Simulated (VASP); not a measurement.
# CsI (Pm-3m) in VASP: further runs

CsI is run at these levels: PBEsol; tasks: elastic constants.

Everything below comes from runs of VASP 6.6.1. Logs are shortened: lines on timing, memory, paths and dates and some standing lists are left out, and cuts for length are marked.

## 1. The cell of the first run

The structure is cubic, space group Pm-3m (No. 221). Conventional cell: a = 3.935 Å, b = 3.935 Å, c = 3.935 Å, α = 90.00°, β = 90.00°, γ = 90.00°. Cs (site symmetry m-3m) has 8 I at 3.41 Å and 6 Cs at 3.94 Å within 4.5 Å. I (site symmetry m-3m) has 8 Cs at 3.41 Å and 6 I at 3.94 Å within 4.5 Å.

## 2. Elastic constants, PBEsol

File INCAR:

```
SYSTEM = CsI
PREC     = Accurate       ! precision mode
ENCUT    = 500            ! plane-wave cutoff, eV
EDIFF    = 1E-8           ! SCF threshold, eV
ISMEAR   = 0              ! smearing method
SIGMA    = 0.01           ! smearing width, eV
LREAL    = .FALSE.        ! projectors in reciprocal space
LASPH    = .TRUE.         ! aspherical terms in the spheres
NELM     = 120            ! most SCF steps
ALGO     = Normal         ! electronic algorithm
ISIF     = 3              ! what is computed and relaxed
LWAVE    = .FALSE.        ! write WAVECAR
LCHARG   = .TRUE.         ! write CHGCAR
GGA      = PS             ! functional
IBRION   = 6              ! ionic algorithm
NFREE    = 2            
POTIM    = 0.015          ! step
NSW      = 1              ! ionic steps
GGA_COMPAT= .FALSE.
```

File KPOINTS:

```
Automatic mesh
0
G
  6 6 6
  0 0 0
```

File POSCAR:

```
CsI
1.0
    3.9350957935      0.0000000000      0.0000000000
    0.0000000000      3.9350957935      0.0000000000
    0.0000000000      0.0000000000      3.9350957935
Cs I
1 1
Direct
    0.0000000000      0.0000000000      0.0000000000
    0.5000000000      0.5000000000      0.5000000000
```

Potentials or basis: VASP PAW PBE potentials, release 64 (Cs_sv, I).

Command:

```
$ cat potpaw_PBE.64/Cs_sv/POTCAR potpaw_PBE.64/I/POTCAR > POTCAR
$ mpirun -np 1 vasp_std > vasp.out
```

OUTCAR:

```text
SYSTEM = CsI
   PREC = Accurate
   ENCUT = 500
   EDIFF = 1E-8
   ISMEAR = 0
   LREAL = .FALSE.
   LASPH = .TRUE.
   NELM = 120
   ISIF = 3
   GGA = PS
   IBRION = 6
   NFREE = 2
   POTIM = 0.015
   NSW = 1

 ion  position               nearest neighbor table
   1  0.000  0.000  0.000-
   2  0.500  0.500  0.500-

  LATTYP: Found a simple cubic cell.
 ALAT       =     3.9350957935

  Lattice vectors:

 A1 = (   3.9350957935,   0.0000000000,   0.0000000000)
 A2 = (   0.0000000000,   3.9350957935,   0.0000000000)
 A3 = (   0.0000000000,   0.0000000000,   3.9350957935)

Analysis of symmetry for initial positions (statically):
=====================================================================
 Subroutine PRICEL returns:
 Original cell was already a primitive cell.

 Routine SETGRP: Setting up the symmetry group for a
 simple cubic supercell.

 Subroutine GETGRP returns: Found 48 space group operations
 (whereof 48 operations were pure point group operations)
 out of a pool of 48 trial point group operations.

The static configuration has the point symmetry O_h .

Analysis of symmetry for dynamics (positions and initial velocities):
=====================================================================
 Subroutine PRICEL returns:
 Original cell was already a primitive cell.

 Routine SETGRP: Setting up the symmetry group for a
 simple cubic supercell.

 Subroutine GETGRP returns: Found 48 space group operations
 (whereof 48 operations were pure point group operations)
 out of a pool of 48 trial point group operations.

The dynamic configuration has the point symmetry O_h .

 Subroutine INISYM returns: Found 48 space group operations
 (whereof 48 operations are pure point group operations),
 and found     1 'primitive' translations

----------------------------------------------------------------------------------------

                                     Primitive cell

  volume of cell :      60.9349

  direct lattice vectors                    reciprocal lattice vectors
     3.935095793  0.000000000  0.000000000     0.254123420  0.000000000  0.000000000
     0.000000000  3.935095793  0.000000000     0.000000000  0.254123420  0.000000000
     0.000000000  0.000000000  3.935095793     0.000000000  0.000000000  0.254123420

  length of vectors
     3.935095793  3.935095793  3.935095793     0.254123420  0.254123420  0.254123420

  position of ions in fractional coordinates (direct lattice)
     0.000000000  0.000000000  0.000000000
     0.500000000  0.500000000  0.500000000

  ion indices of the primitive-cell ions
   primitive index   ion index
                 1           1
                 2           2

----------------------------------------------------------------------------------------

 KPOINTS: Automatic mesh

Automatic generation of k-mesh.
 Grid dimensions read from file:
 generate k-points for:    6    6    6

 Generating k-lattice:

  Cartesian coordinates                     Fractional coordinates (reciprocal lattice)
     0.042353903  0.000000000  0.000000000     0.166666667  0.000000000  0.000000000
     0.000000000  0.042353903  0.000000000     0.000000000  0.166666667  0.000000000
     0.000000000  0.000000000  0.042353903     0.000000000  0.000000000  0.166666667

  Length of vectors
     0.042353903  0.042353903  0.042353903

  Shift w.r.t. Gamma in fractional coordinates (k-lattice)
     0.000000000  0.000000000  0.000000000

 Subroutine IBZKPT returns following result:
 ===========================================

 Found     20 irreducible k-points:

[... 203 lines left out ...]
 k-point     1 :       0.0000    0.0000    0.0000
  band No.  band energies     occupation
      1     -16.2572      2.00000
      2      -7.4936      2.00000
      3      -2.8593      2.00000
      4      -2.7769      2.00000
      5      -2.7769      2.00000
      6       4.2298      2.00000
      7       4.3179      2.00000
      8       4.3179      2.00000
      9       6.9602      0.00000
     10       7.0250      0.00000
     11       9.9667      0.00000
     12      12.5498      0.00000
[... 331 lines left out ...]
 k-point    24 :      -0.5000    0.0000    0.1667
  band No.  band energies     occupation
      1     -16.0440      2.00000
      2      -7.7764      2.00000
      3      -3.0350      2.00000
      4      -3.0092      2.00000
      5      -2.4058      2.00000
      6       1.7454      2.00000
      7       3.2390      2.00000
      8       3.6326      2.00000
      9       8.8458      0.00000
     10      10.5719      0.00000
     11      11.8131      0.00000
     12      11.9329      0.00000

 [... further k-points ...]

[... ionic steps 4 to 14 ...]

--------------------------------------- Ionic step       15  -------------------------------------------

 number of electron      15.9999996 magnetization

------------------------ aborting loop because EDIFF is reached ----------------------------------------
[... 67 lines left out ...]
--------------------------------------- Ionic step       17  -------------------------------------------

 number of electron      15.9999995 magnetization

 Free energy of the ion-electron system (eV)
  ---------------------------------------------------
  ext. energy  EPLUGINS =         0.00000000
  ---------------------------------------------------
  free energy    TOTEN  =        -4.79415612 eV

  energy without entropy =       -4.79415612  energy(sigma->0) =       -4.79415612

 E-fermi :   4.5063     XC(G=0): -10.0219

 val. band max:        4.4599937483   @ k =   0.0000   0.0000   0.0000
 cond. band min:       7.0837400682   @ k =   0.0000   0.0000   0.0000
 fundamental gap:      2.6237463199
 Fermi energy:         4.5062707695

 k-point     1 :       0.0000    0.0000    0.0000
  band No.  band energies     occupation
      1     -16.1302      2.00000
      2      -7.3789      2.00000
      3      -2.6674      2.00000
      4      -2.6674      2.00000
      5      -2.6671      2.00000
      6       4.4588      2.00000
      7       4.4600      2.00000
      8       4.4600      2.00000
      9       7.0837      0.00000
     10       7.0855      0.00000
     11      10.2294      0.00000
     12      12.7846      0.00000
[... 331 lines left out ...]
 k-point    24 :       0.0000    0.1667    0.1667
  band No.  band energies     occupation
      1     -16.0417      2.00000
      2      -7.5220      2.00000
      3      -3.0641      2.00000
      4      -2.5131      2.00000
      5      -2.3565      2.00000
      6       2.9659      2.00000
      7       3.9719      2.00000
      8       4.1220      2.00000
      9       7.9685      0.00000
     10       8.8129      0.00000
     11      10.8545      0.00000
     12      11.7192      0.00000

 [... further k-points ...]
[... 5 lines left out ...]
  --------------------------------------------------------------------------------------
  -------------------------------------------------------------------------------------
  Total        5.8389219      5.8412331      5.8412331     -0.0000000     -0.0000000      0.0000000
  in kB      153.5243691    153.5851383    153.5851383     -0.0000000     -0.0000000      0.0000000
  external PRESSURE =     153.5648819 kB  Pullay stress =       0.0000000 kB
[... 17 lines left out ...]
  FREE ENERGIE OF THE ION-ELECTRON SYSTEM (eV)
  ---------------------------------------------------
  free  energy   TOTEN  =        -4.7941561179 eV

  energy  without entropy=       -4.7941561179  energy(sigma->0) =       -4.79415612

 INTERNAL STRAIN TENSORS FROM STRAINED CELLS
 ============================================

 INTERNAL STRAIN TENSOR FOR ION    1 for displacements in x,y,z  (eV/Angst):
          X           Y           Z          XY          YZ          ZX
  --------------------------------------------------------------------------------
  x     0.00000     0.00000     0.00000     0.00000     0.00000    -0.00000
  y     0.00000     0.00000     0.00000     0.00000     0.00000     0.00000
  z     0.00000     0.00000     0.00000     0.00000     0.00000     0.00000

 INTERNAL STRAIN TENSORS FROM DISPLACED ATOMS
 ============================================

 INTERNAL STRAIN TENSOR FOR ION    1 for displacements in x,y,z  (eV/Angst):
          X           Y           Z          XY          YZ          ZX
  --------------------------------------------------------------------------------
  x     0.00000     0.00000     0.00000     0.00000     0.00000     0.00000
  y     0.00000     0.00000     0.00000     0.00000     0.00000     0.00000
  z     0.00000     0.00000     0.00000     0.00000     0.00000     0.00000

 INTERNAL STRAIN TENSOR FOR ION    2 for displacements in x,y,z  (eV/Angst):
          X           Y           Z          XY          YZ          ZX
  --------------------------------------------------------------------------------
  x     0.00000     0.00000     0.00000     0.00000     0.00000     0.00000
  y     0.00000     0.00000     0.00000     0.00000     0.00000     0.00000
  z     0.00000     0.00000     0.00000     0.00000     0.00000     0.00000

 Eigenvectors and eigenvalues of the dynamical matrix
 ----------------------------------------------------

   1 f  =    4.225751 THz    26.551178 2PiTHz  140.955888 cm-1    17.476295 meV
             X         Y         Z           dx          dy          dz
      0.000000  0.000000  0.000000    -0.000000   -0.698614    0.000000
      1.967548  1.967548  1.967548    -0.000000    0.715499    0.000000
[... 21 lines left out ...]
   6 f/i=    0.001685 THz     0.010590 2PiTHz    0.056219 cm-1     0.006970 meV
             X         Y         Z           dx          dy          dz
      0.000000  0.000000  0.000000     0.000000   -0.000000   -0.715499
      1.967548  1.967548  1.967548    -0.000000    0.000000   -0.698614

--------------------------------------------------------------------------------------------------------

 ELASTIC MODULI CONTR FROM IONIC RELAXATION (kBar)
 Direction    XX          YY          ZZ          XY          YZ          ZX
 --------------------------------------------------------------------------------
 XX           0.0000      0.0000      0.0000      0.0000      0.0000      0.0000
 YY           0.0000      0.0000      0.0000      0.0000      0.0000      0.0000
 ZZ           0.0000      0.0000      0.0000      0.0000      0.0000      0.0000
 XY           0.0000      0.0000      0.0000      0.0000      0.0000      0.0000
 YZ           0.0000      0.0000      0.0000      0.0000      0.0000      0.0000
 ZX           0.0000      0.0000      0.0000      0.0000      0.0000      0.0000
 --------------------------------------------------------------------------------

 TOTAL ELASTIC MODULI (kBar)
 Direction    XX          YY          ZZ          XY          YZ          ZX
 --------------------------------------------------------------------------------
 XX         758.4402    536.0233    536.0233     -0.0000      0.0000      0.0000
 YY         536.0233    758.4402    536.0233     -0.0000     -0.0000     -0.0000
 ZZ         536.0233    536.0233    758.4402      0.0000      0.0000      0.0000
 XY          -0.0000     -0.0000      0.0000    559.5124      0.0000      0.0000
 YZ           0.0000     -0.0000      0.0000      0.0000    559.5124      0.0000
 ZX           0.0000     -0.0000      0.0000      0.0000      0.0000    559.5124
 --------------------------------------------------------------------------------
```

Run time: 8.3 min. Hardware: 1 thread of AMD EPYC 7R13, shared host; peak memory 0.22 GiB.

What came out:

```yaml
Elastic_constants_C11_C12_C44: 76, 54, 56 GPa
Voigt_bulk_modulus: 61 GPa
Highest_phonon_frequency_at_Γ_LO-TO_splitting_left_out: 141 cm⁻¹
```

Phonon frequencies in cm⁻¹ (negative: imaginary):
```
              q point        frequencies
(0.000, 0.000, 0.000)  0 0 0 141 141 141
```

Elastic tensor in Voigt notation (GPa, in the Cartesian axes of the cell as first typed):
```
76 54 54  0  0  0
54 76 54  0  0  0
54 54 76  0  0  0
 0  0  0 56  0  0
 0  0  0  0 56  0
 0  0  0  0  0 56
```

Clamped-ion elastic tensor (GPa):
```
76 54 54  0  0  0
54 76 54  0  0  0
54 54 76  0  0  0
 0  0  0 56  0  0
 0  0  0  0 56  0
 0  0  0  0  0 56
```

Caveat: the cell is under stress, which shifts elastic constants; the PAW data sets were made with another functional, which shifts forces and pressure a little; spin-orbit coupling is left out, which moves the levels of the heavy elements.

## 3. Elastic constants, PBEsol

This run uses another cell than the first one, of 32.91 Å³/atom.

File INCAR:

```
SYSTEM = CsI
  ALGO = Normal
  EDIFF = 1E-8
  ENCUT = 500
  GGA = PS
  GGA_COMPAT = .False.
  IBRION = 6
  ISIF = 3
  ISMEAR = 0
  LASPH = .True.
  LCHARG = .False.
  LREAL = .False.
  LWAVE = .False.
  NELM = 120
  NFREE = 2
  NSW = 1
  POTIM = 0.015
  PREC = Accurate
  SIGMA = 0.01
```

File KPOINTS:

```
k-points
0
Gamma
  6 6 6
  0 0 0
```

File POSCAR:

```
CsI
1.0
    4.0376570641      0.0000000000      0.0000000000
    0.0000000000      4.0376570641      0.0000000000
    0.0000000000      0.0000000000      4.0376570641
Cs I
1 1
Direct
    0.0000000000      0.0000000000      0.0000000000
    0.5000000000      0.5000000000      0.5000000000
```

Potentials or basis: VASP PAW PBE potentials, release 64 (Cs_sv, I).

Command:

```
$ cat potpaw_PBE.64/Cs_sv/POTCAR potpaw_PBE.64/I/POTCAR > POTCAR
$ mpirun -np 1 vasp_std > vasp.out
```

It took 9.4 min on 1 thread of AMD EPYC 7R13, shared host; peak memory 0.23 GiB.

The run converged. Its results:

| Property | Result |
| --- | --- |
| Elastic constants C11, C12, C44 | 62, 39, 41 GPa |
| Voigt bulk modulus | 47 GPa |
| Highest phonon frequency at Γ, LO-TO splitting left out | 124 cm⁻¹ |

Phonon frequencies in cm⁻¹ (negative: imaginary):
```
              q point        frequencies
(0.000, 0.000, 0.000)  0 0 0 124 124 124
```

Elastic tensor in Voigt notation (GPa, in the Cartesian axes of the cell as first typed):
```
62 39 39  0  0  0
39 62 39  0  0  0
39 39 62  0  0  0
 0  0  0 41  0  0
 0  0  0  0 41  0
 0  0  0  0  0 41
```

Clamped-ion elastic tensor (GPa):
```
62 39 39  0  0  0
39 62 39  0  0  0
39 39 62  0  0  0
 0  0  0 41  0  0
 0  0  0  0 41  0
 0  0  0  0  0 41
```

Caveat: the cell is under stress, which shifts elastic constants; the PAW data sets were made with another functional, which shifts forces and pressure a little; spin-orbit coupling is left out, which moves the levels of the heavy elements.

## 4. Elastic constants, PBEsol

This run uses another cell than the first one, of 34.97 Å³/atom.

File INCAR:

```
  ALGO = Normal
  EDIFF = 1E-8
  ENCUT = 500
  GGA = PS
  GGA_COMPAT = F
  IBRION = 6
  ISIF = 3
  ISMEAR = 0
  LASPH = T
  LCHARG = T
  LREAL = F
  LWAVE = F
  NELM = 120
  NFREE = 2
  NSW = 1
  POTIM = 0.015
  PREC = Accurate
  SIGMA = 0.01
```

File KPOINTS:

```
k-points
0
Gamma
  6 6 6
```

File POSCAR:

```
CsI
1.0
    4.1201482746      0.0000000000      0.0000000000
    0.0000000000      4.1201482746      0.0000000000
    0.0000000000      0.0000000000      4.1201482746
Cs I
1 1
Direct
    0.0000000000      0.0000000000      0.0000000000
    0.5000000000      0.5000000000      0.5000000000
```

Command:

```
$ cat potpaw_PBE.64/Cs_sv/POTCAR potpaw_PBE.64/I/POTCAR > POTCAR
$ mpirun -np 1 vasp_std > vasp.out
```

It took 10 min on 1 thread of AMD EPYC 7R13, shared host; peak memory 0.23 GiB.

It converged, with:

- Elastic constants C11, C12, C44: 52, 30, 31 GPa
- Voigt bulk modulus: 38 GPa
- Highest phonon frequency at Γ, LO-TO splitting left out: 111 cm⁻¹

Phonon frequencies in cm⁻¹ (negative: imaginary):
| q point | frequencies |
| --- | --- |
| (0.000, 0.000, 0.000) | 0 0 0 111 111 111 |

Elastic tensor in Voigt notation (GPa, in the Cartesian axes of the cell as first typed):
```
52 30 30  0  0  0
30 52 30  0  0  0
30 30 52  0  0  0
 0  0  0 31  0  0
 0  0  0  0 31  0
 0  0  0  0  0 31
```

Clamped-ion elastic tensor (GPa):
```
52 30 30  0  0  0
30 52 30  0  0  0
30 30 52  0  0  0
 0  0  0 31  0  0
 0  0  0  0 31  0
 0  0  0  0  0 31
```

Caveat: the cell is under stress, which shifts elastic constants; the PAW data sets were made with another functional, which shifts forces and pressure a little; spin-orbit coupling is left out, which moves the levels of the heavy elements.

## 5. Elastic constants, PBEsol

This run uses another cell than the first one, of 37.88 Å³/atom.

File INCAR:

```
SYSTEM = CsI
PREC = Accurate ; ENCUT = 500
EDIFF = 1E-8 ; ISMEAR = 0
SIGMA = 0.01 ; LREAL = .FALSE.
LASPH = .TRUE. ; NELM = 120
ALGO = Normal ; ISIF = 3
LWAVE = .FALSE. ; LCHARG = .TRUE.
GGA = PS ; NBANDS = 15
IBRION = 6 ; NFREE = 2
POTIM = 0.015 ; NSW = 1
GGA_COMPAT = .FALSE.
```

File KPOINTS:

```
regular mesh
0
G
  6 6 6
  0 0 0
```

File POSCAR:

```
CsI
1.0
    4.2311867957      0.0000000000      0.0000000000
    0.0000000000      4.2311867957      0.0000000000
    0.0000000000      0.0000000000      4.2311867957
Cs I
1 1
Direct
    0.0000000000      0.0000000000      0.0000000000
    0.5000000000      0.5000000000      0.5000000000
```

Command:

```
$ cat potpaw_PBE.64/Cs_sv/POTCAR potpaw_PBE.64/I/POTCAR > POTCAR
$ mpirun -np 1 vasp_std > vasp.out
```

Wall time 15 min (1 thread of AMD EPYC 7R13, shared host); peak memory 0.26 GiB.

Results (log left out):

```
Elastic constants C11, C12, C44                         : 42, 21, 22 GPa
Voigt bulk modulus                                      : 28 GPa
Highest phonon frequency at Γ, LO-TO splitting left out : 94 cm⁻¹
```

Phonon frequencies in cm⁻¹ (negative: imaginary):
| q point | frequencies |
| --- | --- |
| (0.000, 0.000, 0.000) | 0 0 0 94 94 94 |

Elastic tensor in Voigt notation (GPa, in the Cartesian axes of the cell as first typed):
```
42 21 21  0  0  0
21 42 21  0  0  0
21 21 42  0  0  0
 0  0  0 22  0  0
 0  0  0  0 22  0
 0  0  0  0  0 22
```

Clamped-ion elastic tensor (GPa):
```
42 21 21  0  0  0
21 42 21  0  0  0
21 21 42  0  0  0
 0  0  0 22  0  0
 0  0  0  0 22  0
 0  0  0  0  0 22
```

Caveat: the cell is under stress, which shifts elastic constants; the PAW data sets were made with another functional, which shifts forces and pressure a little; spin-orbit coupling is left out, which moves the levels of the heavy elements.
